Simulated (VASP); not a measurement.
**BN: relaxation of cell and atoms with PBEsol**

The system is BN.

```
CELL_PARAMETERS angstrom
2.50431 0.00000 0.00000
-1.25216 2.16880 0.00000
0.00000 0.00000 7.03371
ATOMIC_POSITIONS crystal
B 0.33333 0.66667 0.25000
B 0.66667 0.33333 0.75000
N 0.33333 0.66667 0.75000
N 0.66667 0.33333 0.25000
```

```json
{
  "Program": "VASP 6.6.1",
  "Task": "relaxation of cell and atoms",
  "Functional": "PBEsol",
  "Potentials or basis": "VASP PAW PBE potentials, release 64 (B, N)",
  "Cutoff": "600 eV",
  "k mesh": "12 × 12 × 4",
  "Occupations": "gaussian, width 0.01 eV",
  "Spin": "no spin polarisation",
  "Target pressure": "3 GPa",
  "Dipole correction": "no",
  "Further INCAR settings": "ALGO = Normal; EDIFF = 1e-07; IBRION = 2; EDIFFG = -0.001; NSW = 80; ISIF = 3"
}
```

* Relaxed volume: 8.40 Å³/atom
* Relaxed cell: a = 2.499 Å, b = 2.499 Å, c = 6.213 Å, α = 90.00°, β = 90.00°, γ = 120.00°
* Space group after relaxing (to 0.1 Å): P6_3/mmc (No. 194)
* Energy change on relaxing (the run minimises the enthalpy): +6.6 meV/atom
* Ionic steps: 13
* Pressure after relaxing: 3.0 GPa
* Band gap on the k mesh: 4.03 eV (least direct gap 4.37 eV)

Step by step:
```csv
step,energy change (eV),largest force (eV/Å),pressure (GPa),volume (Å³)
1,0.0000,0.0000,0.11,38.20
2,0.0157,0.0000,5.72,37.26
3,0.0051,0.0000,3.22,37.67
4,0.0044,0.0000,3.22,37.21
5,0.0055,0.0000,3.30,35.85
6,0.0369,0.0000,4.15,33.12
7,0.0259,0.0000,3.89,33.67
8,0.0283,0.0000,3.94,33.53
9,0.0261,0.0000,-1.78,34.13
10,0.0262,0.0000,2.99,33.63
11,0.0262,0.0000,3.00,33.63
12,0.0263,0.0000,3.00,33.62
13,0.0266,0.0000,3.02,33.61
```

Final structure:
```
B N
1.0
     2.49923    0.00000    0.00000
    -1.24962    2.16440    0.00000
     0.00000    0.00000    6.21262
B N
2 2
Cartesian
  0.0000 1.4429 1.5532
  1.2496 0.7215 4.6595
  0.0000 1.4429 4.6595
  1.2496 0.7215 1.5532
```

Levels at points of the mesh, in eV from the valence-band top:
| k point | band 4 | band 5 | band 6 | band 7 | band 8 | band 9 | band 10 | band 11 | band 12 |
| --- | --- | --- | --- | --- | --- | --- | --- | --- | --- |
| (0.00, 0.00, 0.00) | -3.76 | -1.37 | -1.37 | -1.30 | -1.30 | 5.47 | 10.93 | 11.45 | 11.45 |
| (0.50, 0.00, 0.00) | -8.91 | -4.23 | -4.11 | -1.79 | -0.34 | 4.03 | 5.89 | 9.52 | 9.81 |
| (0.00, 0.00, 0.50) | -5.43 | -1.33 | -1.33 | -1.33 | -1.33 | 8.26 | 8.26 | 11.55 | 11.55 |
| (0.50, 0.00, 0.50) | -8.98 | -4.17 | -4.17 | -1.01 | -1.01 | 4.57 | 4.57 | 9.90 | 9.90 |

It took 3.5 min on 1 thread of Intel(R) Xeon(R) Platinum 8488C (Sapphire Rapids), on a shared host, peak memory 0.17 GiB.

Caveat: the cell is relaxed towards a set pressure, so the run minimises the enthalpy, not the energy; the PAW data sets were made with another functional, which shifts forces and pressure a little; this functional lacks dispersion, which binds layers or chains, so the pressure and a relaxed spacing across them are unreliable. A k mesh can miss the band edges.
